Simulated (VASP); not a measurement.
# Cu: relaxation of cell and atoms with PBEsol

Cu:

```
Cu
1.0
     4.05627    0.00000    0.00000
    -2.02814    3.51283    0.00000
     0.00000    0.00000    2.48649
Cu
3
Cartesian
  0.0000 0.0000 0.0000
  0.0000 2.3419 1.2432
  2.0281 1.1709 1.2432
```

This isn't the form of Cu at room conditions, which is fcc.

```json
{
  "Program": "VASP 6.6.1",
  "Task": "relaxation of cell and atoms",
  "Functional": "PBEsol",
  "Potentials or basis": "VASP PAW PBE potentials, release 64 (Cu)",
  "Cutoff": "600 eV",
  "k mesh": "9 × 9 × 13",
  "Occupations": "fermi-dirac, width 0.1 eV",
  "Spin": "no spin polarisation",
  "Dipole correction": "no",
  "Further INCAR settings": "ALGO = Normal; EDIFF = 1e-06; IBRION = 2; EDIFFG = -0.01; NSW = 80; ISIF = 3"
}
```

The relaxed volume is 11.57 Å³/atom, the relaxed cell is a = 4.057 Å, b = 4.057 Å, c = 2.434 Å, α = 90.00°, β = 90.00°, γ = 120.00° and the space group after relaxing (to 0.1 Å) is P6/mmm (No. 191). The energy gained by relaxing is 4.8 meV/atom and the ionic steps are 6. The pressure after relaxing is 0.0 GPa and the band gap on the k mesh is zero (an odd number of electrons rules out a gap without spin polarisation).

Stress tensor (GPa, compression positive):
```
-0.03  0.00  0.00
 0.00 -0.03  0.00
 0.00  0.00  0.06
```

The path:
| step | energy change (eV) | largest force (eV/Å) | pressure (GPa) | volume (Å³) |
| --- | --- | --- | --- | --- |
| 1 | 0.0000 | 0.0000 | -2.88 | 35.43 |
| 2 | -0.0123 | 0.0000 | 1.60 | 34.35 |
| 3 | -0.0131 | 0.0000 | 0.74 | 34.56 |
| 4 | -0.0144 | 0.0000 | -0.10 | 34.71 |
| 5 | -0.0144 | 0.0000 | 0.26 | 34.69 |
| 6 | -0.0144 | 0.0000 | 0.00 | 34.70 |

Final structure:
```cif
data_structure
_symmetry_space_group_name_H-M 'P 1'
_symmetry_Int_Tables_number 1
_cell_length_a 4.0567
_cell_length_b 4.0567
_cell_length_c 2.4344
_cell_angle_alpha 90.000
_cell_angle_beta 90.000
_cell_angle_gamma 120.000
_cell_volume 34.70
loop_
_atom_site_label
_atom_site_type_symbol
_atom_site_fract_x
_atom_site_fract_y
_atom_site_fract_z
_atom_site_occupancy
Cu1 Cu 0.00000 0.00000 0.00000 1
Cu2 Cu 0.33333 0.66667 0.50000 1
Cu3 Cu 0.66667 0.33333 0.50000 1
```

Levels at points of the mesh, in eV from the Fermi level:
```tsv
k point	band 13	band 14	band 15	band 16	band 17	band 18	band 19	band 20
(0.00, 0.00, 0.00)	-2.38	-2.38	-1.56	-1.56	4.61	4.61	4.63	4.63
```

It took 2.6 min on 1 thread of Intel(R) Xeon(R) Platinum 8259CL CPU @ 2.50GHz (Skylake/Cascade Lake), with other jobs on the host, peak memory 0.2 GiB.

Caveat: the PAW data sets were made with another functional, which shifts forces and pressure a little.
